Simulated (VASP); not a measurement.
# Bi (Immm) in VASP: single point with LDA

Aim: the single point of Bi with LDA.

Program: VASP 6.6.1. These are calculated values, not measurements. Logs are shortened: lines on timing, memory, paths and dates and some standing lists are left out, and cuts for length are marked.

**1. The cell of the first run**

The structure is orthorhombic, space group Immm (No. 71). The conventional cell has a = 3.889 Å, b = 3.963 Å, c = 4.037 Å, α = 90.00°, β = 90.00°, γ = 90.00°. Within 4.5 Å of Bi (site symmetry mmm) lie 14 Bi at 3.43 to 4.04 Å.

**2. Single point, LDA (strain +0.0187 x Voigt [1, -1, 0, 0, 0, 0])**

Input file INCAR:

```
SYSTEM = Bi
PREC = Accurate
ENCUT = 520
EDIFF = 1E-7
ISMEAR = 0
SIGMA = 0.15
LREAL = .False.
LASPH = .True.
NELM = 60
ALGO = Fast
ISIF = 2
LWAVE = .False.
LCHARG = .True.
LELF = .True.
LVHAR = .True.
NBANDS = 14
```

Input file KPOINTS:

```
Automatic mesh
0
Gamma
  18 18 18
  0 0 0
```

Input file POSCAR:

```
Bi
1.0
   -2.0184832827      1.9443777809      1.9814305318
    2.0184832827     -1.9443777809      1.9814305318
    2.0184832827      1.9443777809     -1.9814305318
Bi
1
Direct
    0.0000000000      0.0000000000      0.0000000000
```

Potentials or basis: VASP PAW LDA potentials, release 64 (Bi_d).

Command:

```sh
> cat potpaw_LDA.64/Bi_d/POTCAR > POTCAR
> mpirun -np 1 vasp_std > vasp.out
```

OUTCAR:

```text
SYSTEM = Bi
   PREC = Accurate
   ENCUT = 520
   EDIFF = 1E-7
   ISMEAR = 0
   LREAL = .False.
   LASPH = .True.
   NELM = 60
   ISIF = 2

 ion  position               nearest neighbor table
   1  0.000  0.000  0.000-

  LATTYP: Found a body centered orthorhombic cell.
 ALAT       =     3.8887555618
 B/A-ratio  =     1.0190563538
 C/A-ratio  =     1.0381127076

  Lattice vectors:

 A1 = (  -2.0184832827,  -1.9443777809,  -1.9814305318)
 A2 = (  -2.0184832827,   1.9443777809,   1.9814305318)
 A3 = (   2.0184832827,   1.9443777809,  -1.9814305318)

Analysis of symmetry for initial positions (statically):
=====================================================================
 Subroutine PRICEL returns:
 Original cell was already a primitive cell.

 Routine SETGRP: Setting up the symmetry group for a
 body centered orthorhombic supercell.

 Subroutine GETGRP returns: Found  8 space group operations
 (whereof  8 operations were pure point group operations)
 out of a pool of  8 trial point group operations.

The static configuration has the point symmetry D_2h.

Analysis of symmetry for dynamics (positions and initial velocities):
=====================================================================
 Subroutine PRICEL returns:
 Original cell was already a primitive cell.

 Routine SETGRP: Setting up the symmetry group for a
 body centered orthorhombic supercell.

 Subroutine GETGRP returns: Found  8 space group operations
 (whereof  8 operations were pure point group operations)
 out of a pool of  8 trial point group operations.

The dynamic configuration has the point symmetry D_2h.

 Subroutine INISYM returns: Found  8 space group operations
 (whereof  8 operations are pure point group operations),
 and found     1 'primitive' translations

----------------------------------------------------------------------------------------

                                     Primitive cell

  volume of cell :      31.1060

  direct lattice vectors                    reciprocal lattice vectors
    -2.018483283  1.944377781  1.981430532     0.000000000  0.257151673  0.252342937
     2.018483283 -1.944377781  1.981430532     0.247710746  0.000000000  0.252342937
     2.018483283  1.944377781 -1.981430532     0.247710746  0.257151673  0.000000000

  length of vectors
     3.432338368  3.432338368  3.432338368     0.360283140  0.353606521  0.357054053

  position of ions in fractional coordinates (direct lattice)
     0.000000000  0.000000000  0.000000000

  ion indices of the primitive-cell ions
   primitive index   ion index
                 1           1

----------------------------------------------------------------------------------------

 KPOINTS: Automatic mesh

Automatic generation of k-mesh.
 Grid dimensions read from file:
 generate k-points for:   18   18   18

 Generating k-lattice:

  Cartesian coordinates                     Fractional coordinates (reciprocal lattice)
     0.000000000  0.014286204  0.014019052     0.055555556  0.000000000  0.000000000
     0.013761708  0.000000000  0.014019052     0.000000000  0.055555556 -0.000000000
     0.013761708  0.014286204  0.000000000     0.000000000 -0.000000000  0.055555556

  Length of vectors
     0.020015730  0.019644807  0.019836336

  Shift w.r.t. Gamma in fractional coordinates (k-lattice)
     0.000000000  0.000000000  0.000000000

 Subroutine IBZKPT returns following result:
 ===========================================

 Found    865 irreducible k-points:

 Following reciprocal coordinates:
            Coordinates               Weight
  0.000000  0.000000  0.000000      1.000000
  0.055556 -0.000000  0.000000      4.000000
  0.111111 -0.000000  0.000000      4.000000
  0.166667  0.000000  0.000000      4.000000
  0.222222 -0.000000  0.000000      4.000000
  0.277778  0.000000  0.000000      4.000000
[... 16 lines left out ...]
 -0.333333  0.055556  0.000000      8.000000
 -0.277778  0.055556  0.000000      8.000000
 [... further k-points ...]
   k-points           NKPTS =    865   k-points in BZ     NKDIM =    865   number of bands    NBANDS=     14
   number of dos      NEDOS =    301   number of ions     NIONS =      1
   total plane-waves  NPLWV =  21952
   dimension x,y,z NGX =    28 NGY =   28 NGZ =   28
   dimension x,y,z NGXF=    56 NGYF=   56 NGZF=   56
   ions per type =               1
   NGX,Y,Z   is equivalent  to a cutoff of  13.56, 13.56, 13.56 a.u.
   NGXF,Y,Z  is equivalent  to a cutoff of  27.12, 27.12, 27.12 a.u.
 SYSTEM =  Bi
   PREC   = accura    normal or accurate (medium, high low for compatibility)
   ISTART =      0    job   : 0-new  1-cont  2-samecut
   ICHARG =      2    charge: 1-file 2-atom 10-const
   ISPIN  =      1    spin polarized calculation?
   LNONCOLLINEAR =      F non collinear calculations
   LSORBIT =      F    spin-orbit coupling
   LASPH  =      T    aspherical Exc in radial PAW
   ENCUT  =  520.0 eV  38.22 Ry    6.18 a.u.   6.38  6.38  6.38*2*pi/ulx,y,z
   NELM   =     60;   NELMIN=  2; NELMDL= -5     # of ELM steps
   EDIFF  = 0.1E-06   stopping-criterion for ELM
   LREAL  =      F    real-space projection
   EDIFFG = 0.1E-05   stopping-criterion for IOM
   NSW    =      0    number of steps for IOM
   IBRION =     -1    ionic relax: 0-MD 1-quasi-New 2-CG
   NFREE  =      0    steps in history (QN), initial steepest desc. (CG)
   ISIF   =      2    stress and relaxation
   ISYM   =      2    0-nonsym 1-usesym 2-fastsym
   POTIM  = 0.5000    time-step for ionic-motion
   TEBEG  =    0.0;   TEEND  =   0.0 temperature during run
   PSTRESS=    0.0 pullay stress
   NELECT =      15.0000    total number of electrons
   NUPDOWN=      -1.0000    fix difference up-down
   EMIN   =  10.00;   EMAX   =-10.00  energy-range for DOS
   EFERMI =   0.00;   METHOD = LEGACY
   ISMEAR =     0;   SIGMA  =   0.15  broadening in eV -4-tet -1-fermi 0-gaus
   EFERMI_NEDOS =   21; number of points for ismear=-14 and -15
   IALGO  =     68    algorithm
   IMIX   =      4    mixing-type and parameters
     AMIX     =   0.40;   BMIX     =  1.00
     AMIX_MAG =   1.60;   BMIX_MAG =  1.00
  volume/ion in A,a.u.               =      31.11       209.91
  Fermi-wavevector in a.u.,A,eV,Ry     =   1.283779  2.425991 22.423616  1.648089
  Thomas-Fermi vector in A             =   2.416012
   LORBIT       =      0    0 simple, 1 ext, 2 COOP (PROOUT), +10 PAW based schemes
   GGA     = CA    functional components
   LHFCALC =     F    Hartree Fock is set to
   AEXX    =    0.0000 exact exchange contribution
   IVDW    =     0    specifies the selected vdW correction
   LEPSILON=     F    determine dielectric tensor
   LRPA    =     F    only Hartree local field effects (RPA)
 non-spin polarized calculation
 RMM-DIIS sequential band-by-band and
 Gauss-broadening in eV      SIGMA  =   0.15
  energy-cutoff  :      520.00
  volume of cell :       31.11
 maximum number of plane-waves:       859
 NGX is ok and might be reduce to    28
   NGX = 13   NGY = 13   NGZ = 13

 number of electron      14.9999998 magnetization

 Free energy of the ion-electron system (eV)
  ---------------------------------------------------
  ext. energy  EPLUGINS =         0.00000000
  ---------------------------------------------------
  free energy    TOTEN  =        -4.45000868 eV

  energy without entropy =       -4.44104289  energy(sigma->0) =       -4.44552578

 E-fermi :   7.6755     XC(G=0): -10.5326

 val. band max:        7.6708078802   @ k =   0.2222  -0.1111   0.1111
 cond. band min:       7.6797503438   @ k =  -0.3889   0.3889   0.2222
 fundamental gap:      0.0089424636
 Fermi energy:         7.6754542140

 k-point     1 :       0.0000    0.0000    0.0000
  band No.  band energies     occupation
      1     -15.2984      2.00000
      2     -15.2938      2.00000
      3     -15.2887      2.00000
      4     -15.1706      2.00000
      5     -15.1563      2.00000
      6      -5.8576      2.00000
      7      12.6522      0.00000
      8      12.7076      0.00000
      9      12.8107      0.00000
     10      16.8988      0.00000
     11      17.9983      0.00000
     12      18.2240      0.00000
     13      18.4353      0.00000
     14      19.0608      0.00000

 k-point     2 :       0.0556   -0.0000    0.0000
  band No.  band energies     occupation
      1     -15.2980      2.00000
      2     -15.2891      2.00000
      3     -15.2868      2.00000
      4     -15.1706      2.00000
      5     -15.1576      2.00000
      6      -5.8002      2.00000
      7      12.1450      0.00000
      8      12.4676      0.00000
      9      12.6942      0.00000
     10      17.2760      0.00000
     11      17.6432      0.00000
     12      17.7457      0.00000
     13      18.2455      0.00000
     14      19.3896      0.00000

 k-point     3 :       0.1111   -0.0000    0.0000
  band No.  band energies     occupation
      1     -15.3012      2.00000
      2     -15.2816      2.00000
      3     -15.2710      2.00000
      4     -15.1708      2.00000
      5     -15.1612      2.00000
      6      -5.6289      2.00000
      7      10.8257      0.00000
      8      11.9948      0.00000
      9      12.4976      0.00000
     10      16.5388      0.00000
     11      17.0710      0.00000
     12      18.1087      0.00000
     13      18.5145      0.00000
     14      20.1061      0.00000
[... 324 lines left out ...]
 k-point    23 :      -0.3333    0.0556    0.0000
  band No.  band energies     occupation
      1     -15.3221      2.00000
      2     -15.2646      2.00000
      3     -15.1750      2.00000
      4     -15.1682      2.00000
      5     -15.1497      2.00000
      6      -4.1738      2.00000
      7       5.5513      2.00000
      8       9.7001      0.00000
      9      11.1411      0.00000
     10      14.5022      0.00000
     11      15.8474      0.00000
     12      18.5252      0.00000
     13      21.1044      0.00000
     14      23.1510      0.00000

 k-point    24 :      -0.2778    0.0556    0.0000
  band No.  band energies     occupation
      1     -15.3150      2.00000
      2     -15.2673      2.00000
      3     -15.1868      2.00000
      4     -15.1739      2.00000
      5     -15.1683      2.00000
      6      -4.6874      2.00000
      7       6.9397      2.00000
      8      10.2711      0.00000
      9      11.4674      0.00000
     10      14.9627      0.00000
     11      16.1335      0.00000
     12      18.1412      0.00000
     13      20.6245      0.00000
     14      21.8794      0.00000

 [... further k-points ...]

------------------------ aborting loop because EDIFF is reached ----------------------------------------

  FORCE on cell =-STRESS in cart. coord.  units (eV):
  Direction    XX          YY          ZZ          XY          YZ          ZX
  --------------------------------------------------------------------------------------
  -------------------------------------------------------------------------------------
  Total       -0.6402759     -0.6023851     -0.5953290      0.0000000      0.0000000      0.0000000
  in kB      -32.9786664    -31.0270247    -30.6635894      0.0000000      0.0000000      0.0000000
  external PRESSURE =     -31.5564268 kB  Pullay stress =       0.0000000 kB

 VOLUME and BASIS-vectors are now :
 -----------------------------------------------------------------------------
  energy-cutoff  :      520.00
  volume of cell :       31.11
      direct lattice vectors                 reciprocal lattice vectors
    -2.018483283  1.944377781  1.981430532     0.000000000  0.257151673  0.252342937
     2.018483283 -1.944377781  1.981430532     0.247710746  0.000000000  0.252342937
     2.018483283  1.944377781 -1.981430532     0.247710746  0.257151673  0.000000000

 POSITION                                       TOTAL-FORCE (eV/Angst)
 -----------------------------------------------------------------------------------
      0.00000      0.00000      0.00000         0.000000      0.000000      0.000000
 -----------------------------------------------------------------------------------
    total drift:                               -0.000000     -0.000000     -0.000000

  FREE ENERGIE OF THE ION-ELECTRON SYSTEM (eV)
  ---------------------------------------------------
  free  energy   TOTEN  =        -4.4500086786 eV

  energy  without entropy=       -4.4410428900  energy(sigma->0) =       -4.44552578
```

It took 4 min on 1 thread of Intel Xeon Platinum 8488C (Sapphire Rapids), shared host; peak memory 0.41 GiB.

Results:

```yaml
Free_energy: -4.4500 eV
Pressure: -3.2 GPa
Band_gap_on_the_k_mesh: zero (an odd number of electrons rules out a gap without spin polarisation)
```

Caveat: the cell differs from its parent crystal (strain +0.0187 x Voigt [1, -1, 0, 0, 0, 0]); the cell stands under tension; spin-orbit coupling is left out, which moves the levels of the heavy elements.
